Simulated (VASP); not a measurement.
# SnSe (Pnma) in VASP: single point with PBE+D3(BJ)

Aim: the single point of SnSe with PBE+D3(BJ).

Program: VASP 6.6.1. These are calculated values, not measurements. Logs are shortened: lines on timing, memory, paths and dates and some standing lists are left out, and cuts for length are marked.

## Step 1: The cell of the first run

It takes space group Pnma (No. 62, orthorhombic). The conventional cell has a = 11.189 Å, b = 4.103 Å, c = 4.204 Å, α = 90.00°, β = 90.00°, γ = 90.00°. Sn (site symmetry m) has 6 Se at 2.73 to 3.37 Å and 2 Sn at 3.35 Å within 3.6 Å. Se (site symmetry m) has 6 Sn at 2.73 to 3.37 Å within 3.6 Å.

## Step 2: Single point, PBE+D3(BJ) (24.12 Å³/atom)

File INCAR:

```
  PREC = Accurate
  ENCUT = 520
  EDIFF = 1E-6
  ISMEAR = 0
  SIGMA = 0.05
  LREAL = False
  LASPH = True
  NELM = 60
  ALGO = Normal
  ISIF = 2
  LWAVE = False
  LCHARG = False
  GGA = PE
  IVDW = 12
  NBANDS = 50
```

File KPOINTS:

```
regular mesh
0
Gamma
  4 8 8
```

File POSCAR:

```
SnSe
1.0
   11.1885665487      0.0000000000      0.0000000000
    0.0000000000      4.1032830579      0.0000000000
    0.0000000000      0.0000000000      4.2038637815
Sn Se
4 4
Direct
    0.1160341677      0.2500000000      0.0612265424
    0.3839658323      0.7500000000      0.5612265424
    0.6160341677      0.2500000000      0.4387734576
    0.8839658323      0.7500000000      0.9387734576
    0.3593934722      0.2500000000      0.0173473631
    0.1406065278      0.7500000000      0.5173473631
    0.8593934722      0.2500000000      0.4826526369
    0.6406065278      0.7500000000      0.9826526369
```

Potentials or basis: VASP PAW PBE potentials, release 64 (Sn_d, Se).

On the command line:

```bash
$ cat potpaw_PBE.64/Sn_d/POTCAR potpaw_PBE.64/Se/POTCAR > POTCAR
$ mpirun -np 1 vasp_std > vasp.out
```

OUTCAR:

```text
PREC = Accurate
   ENCUT = 520
   EDIFF = 1E-6
   ISMEAR = 0
   LREAL = False
   LASPH = True
   NELM = 60
   ISIF = 2
   GGA = PE
   IVDW = 12
 IVDW          = 12

 ion  position               nearest neighbor table
   1  0.116  0.250  0.061-   5 2.73   6 2.82   6 2.82   6 3.08   6 3.08   4 3.35   4 3.35
   2  0.384  0.750  0.561-   6 2.73   5 2.82   5 2.82   5 3.08   5 3.08   3 3.35   3 3.35
   3  0.616  0.250  0.439-   7 2.73   8 2.82   8 2.82   8 3.08   8 3.08   2 3.35   2 3.35
   4  0.884  0.750  0.939-   8 2.73   7 2.82   7 2.82   7 3.08   7 3.08   1 3.35   1 3.35
   5  0.359  0.250  0.017-   1 2.73   2 2.82   2 2.82   2 3.08   2 3.08
   6  0.141  0.750  0.517-   2 2.73   1 2.82   1 2.82   1 3.08   1 3.08
   7  0.859  0.250  0.483-   3 2.73   4 2.82   4 2.82   4 3.08   4 3.08
   8  0.641  0.750  0.983-   4 2.73   3 2.82   3 2.82   3 3.08   3 3.08

  LATTYP: Found a simple orthorhombic cell.
 ALAT       =     4.1032830579
 B/A-ratio  =     1.0245122557
 C/A-ratio  =     2.7267352485

  Lattice vectors:

 A1 = (   0.0000000000,   4.1032830579,   0.0000000000)
 A2 = (   0.0000000000,   0.0000000000,   4.2038637815)
 A3 = (  11.1885665487,   0.0000000000,   0.0000000000)

Analysis of symmetry for initial positions (statically):
=====================================================================
 Subroutine PRICEL returns:
 Original cell was already a primitive cell.

 Routine SETGRP: Setting up the symmetry group for a
 simple orthorhombic supercell.

 Subroutine GETGRP returns: Found  8 space group operations
 (whereof  2 operations were pure point group operations)
 out of a pool of  8 trial point group operations.

The static configuration has the point symmetry S_2 .
 The point group associated with its full space group is D_2h.

Analysis of symmetry for dynamics (positions and initial velocities):
=====================================================================
 Subroutine PRICEL returns:
 Original cell was already a primitive cell.

 Routine SETGRP: Setting up the symmetry group for a
 simple orthorhombic supercell.

 Subroutine GETGRP returns: Found  8 space group operations
 (whereof  2 operations were pure point group operations)
 out of a pool of  8 trial point group operations.

The dynamic configuration has the point symmetry S_2 .
 The point group associated with its full space group is D_2h.

 Subroutine INISYM returns: Found  8 space group operations
 (whereof  2 operations are pure point group operations),
[... 114 lines left out ...]
   ISIF   =      2    stress and relaxation
   ISYM   =      2    0-nonsym 1-usesym 2-fastsym
   POTIM  = 0.5000    time-step for ionic-motion
   TEBEG  =    0.0;   TEEND  =   0.0 temperature during run
   PSTRESS=    0.0 pullay stress
   NELECT =      80.0000    total number of electrons
   NUPDOWN=      -1.0000    fix difference up-down
   EMIN   =  10.00;   EMAX   =-10.00  energy-range for DOS
   EFERMI =   0.00;   METHOD = LEGACY
   ISMEAR =     0;   SIGMA  =   0.05  broadening in eV -4-tet -1-fermi 0-gaus
   EFERMI_NEDOS =   21; number of points for ismear=-14 and -15
   IALGO  =     38    algorithm
   IMIX   =      4    mixing-type and parameters
     AMIX     =   0.40;   BMIX     =  1.00
     AMIX_MAG =   1.60;   BMIX_MAG =  1.00
  volume/ion in A,a.u.               =      24.12       162.80
  Fermi-wavevector in a.u.,A,eV,Ry     =   1.220637  2.306670 20.272074  1.489955
  Thomas-Fermi vector in A             =   2.355848
   LORBIT       =      0    0 simple, 1 ext, 2 COOP (PROOUT), +10 PAW based schemes
   GGA     = PE    functional components
   LHFCALC =     F    Hartree Fock is set to
   AEXX    =    0.0000 exact exchange contribution
   IVDW    =    12    specifies the selected vdW correction
   LEPSILON=     F    determine dielectric tensor
   LRPA    =     F    only Hartree local field effects (RPA)
 non-spin polarized calculation
 Gauss-broadening in eV      SIGMA  =   0.05
  energy-cutoff  :      520.00
  volume of cell :      193.00
 maximum number of plane-waves:      5248
 NGX is ok and might be reduce to    84
   NGX = 41   NGY = 15   NGZ = 15

 number of electron      79.9999977 magnetization

 Free energy of the ion-electron system (eV)
  ---------------------------------------------------
  ext. energy  EPLUGINS =         0.00000000
  ---------------------------------------------------
  free energy    TOTEN  =       -32.34173888 eV

  energy without entropy =      -32.34172962  energy(sigma->0) =      -32.34173425

 E-fermi :   6.8170     XC(G=0): -10.2098

 val. band max:        6.7182000211   @ k =   0.0000   0.0000   0.3750
 cond. band min:       6.9123735332   @ k =   0.0000   0.0000   0.0000
 fundamental gap:      0.1941735121
 Fermi energy:         6.8169907400

 k-point     1 :       0.0000    0.0000    0.0000
  band No.  band energies     occupation
      1     -14.8346      2.00000
      2     -14.8253      2.00000
      3     -14.8194      2.00000
      4     -14.8170      2.00000
      5     -14.8159      2.00000
      6     -14.8079      2.00000
[... 1261 lines left out ...]
     49      10.8862      0.00000
     50      10.8862      0.00000

 [... further k-points ...]

------------------------ aborting loop because EDIFF is reached ----------------------------------------

 Edisp (eV)   -3.20704

 E8    (eV) :    -1.4435

  FORCE on cell =-STRESS in cart. coord.  units (eV):
  Direction    XX          YY          ZZ          XY          YZ          ZX
  --------------------------------------------------------------------------------------
  -------------------------------------------------------------------------------------
  Total       4.57041     4.65893     4.60002     0.00000    -0.00000     0.00000
  in kB      37.94124    38.67607    38.18702     0.00000    -0.00000     0.00000
  external pressure =       38.27 kB  Pullay stress =        0.00 kB

 VOLUME and BASIS-vectors are now :
 -----------------------------------------------------------------------------
  energy-cutoff  :      520.00
  volume of cell :      193.00
      direct lattice vectors                 reciprocal lattice vectors
    11.188566549  0.000000000  0.000000000     0.089376954  0.000000000  0.000000000
     0.000000000  4.103283058  0.000000000     0.000000000  0.243707291  0.000000000
     0.000000000  0.000000000  4.203863781     0.000000000  0.000000000  0.237876404

 POSITION                                       TOTAL-FORCE (eV/Angst)
 -----------------------------------------------------------------------------------
      1.29826      1.02582      0.25739        -0.007855      0.000000     -0.008153
      4.29603      3.07746      2.35932         0.007855      0.000000     -0.008153
      6.89254      1.02582      1.84454        -0.007855     -0.000000      0.008153
      9.89031      3.07746      3.94648         0.007855     -0.000000      0.008153
      4.02110      1.02582      0.07293         0.008752     -0.000000      0.006543
      1.57319      3.07746      2.17486        -0.008752     -0.000000      0.006543
      9.61538      1.02582      2.02901         0.008752     -0.000000     -0.006543
      7.16747      3.07746      4.13094        -0.008752     -0.000000     -0.006543
 -----------------------------------------------------------------------------------
    total drift:                                0.000000     -0.000000      0.000000

  FREE ENERGIE OF THE ION-ELECTRON SYSTEM (eV)
  ---------------------------------------------------
  free  energy   TOTEN  =       -35.5487801183 eV

  energy  without entropy=      -35.5487708563  energy(sigma->0) =      -35.54877549
```

OSZICAR:

```text
N       E                     dE             d eps       ncg     rms          rms(c)
DAV:   1     0.889480544991E+03    0.88948E+03   -0.36797E+04  8004   0.215E+03
DAV:   2     0.123527182381E+03   -0.76595E+03   -0.74064E+03  7508   0.613E+02
DAV:   3    -0.220803656076E+02   -0.14561E+03   -0.13851E+03  8684   0.207E+02
DAV:   4    -0.326417766497E+02   -0.10561E+02   -0.10305E+02  9016   0.555E+01
DAV:   5    -0.329829859877E+02   -0.34121E+00   -0.33958E+00  8732   0.106E+01    0.695E+00
DAV:   6    -0.323589806561E+02    0.62401E+00   -0.10591E+00 10310   0.556E+00    0.434E+00
DAV:   7    -0.323485096961E+02    0.10471E-01   -0.58173E-01 10172   0.287E+00    0.138E+00
DAV:   8    -0.323414377672E+02    0.70719E-02   -0.76891E-02  9746   0.176E+00    0.343E-01
DAV:   9    -0.323417137941E+02   -0.27603E-03   -0.85167E-03  9536   0.627E-01    0.977E-02
DAV:  10    -0.323417057529E+02    0.80412E-05   -0.80236E-04 10228   0.166E-01    0.504E-02
DAV:  11    -0.323417570300E+02   -0.51277E-04   -0.29260E-04  9718   0.954E-02    0.243E-02
DAV:  12    -0.323417387565E+02    0.18273E-04   -0.45207E-05  9548   0.380E-02    0.908E-03
DAV:  13    -0.323417388828E+02   -0.12635E-06   -0.80068E-06  7054   0.980E-03
   1 F= -.35548780E+02 E0= -.35548775E+02  d E =-.926210E-05
```

It took 10 min on 1 thread of Oxide Virtual Turin-like, shared host; peak memory 0.61 GiB.

Results:

```
Free energy                : -35.5488 eV
Pressure                   : 3.8 GPa
Largest force              : 0.011 eV/Å
Band gap on the k mesh     : 0.19 eV (least direct gap 0.68 eV)
Dispersion energy per atom : -0.401 eV
```

Forces on the atoms (eV/Å):
```
Sn  -0.008  0.000 -0.008
Sn   0.008  0.000 -0.008
Sn  -0.008  0.000  0.008
Sn   0.008  0.000  0.008
Se   0.009  0.000  0.007
Se  -0.009  0.000  0.007
Se   0.009  0.000 -0.007
Se  -0.009  0.000 -0.007
```

Levels at points of the mesh, in eV from the valence-band top:
```
           k point  band 38  band 39  band 40  band 41  band 42  band 43
(0.00, 0.00, 0.00)    -1.55    -0.88    -0.75     0.19     3.15     3.25
(0.50, 0.00, 0.00)    -2.23    -0.76    -0.76     2.57     2.57     2.82
(0.00, 0.50, 0.00)    -1.18    -0.47    -0.47     0.69     0.69     1.34
(0.50, 0.50, 0.00)    -0.89    -0.89    -0.89     1.40     1.40     1.40
(0.00, 0.00, 0.50)    -0.86    -0.34    -0.34     0.91     0.91     1.17
(0.50, 0.00, 0.50)    -0.51    -0.19    -0.19     0.98     0.98     0.99
(0.00, 0.50, 0.50)    -2.57    -1.92    -1.92     2.59     2.59     2.92
(0.50, 0.50, 0.50)    -1.81    -1.81    -1.81     2.20     2.20     2.20
```

Caveat: the cell stands under pressure; spin-orbit coupling is left out, which moves the levels of the heavy elements. A k mesh can miss the band edges.
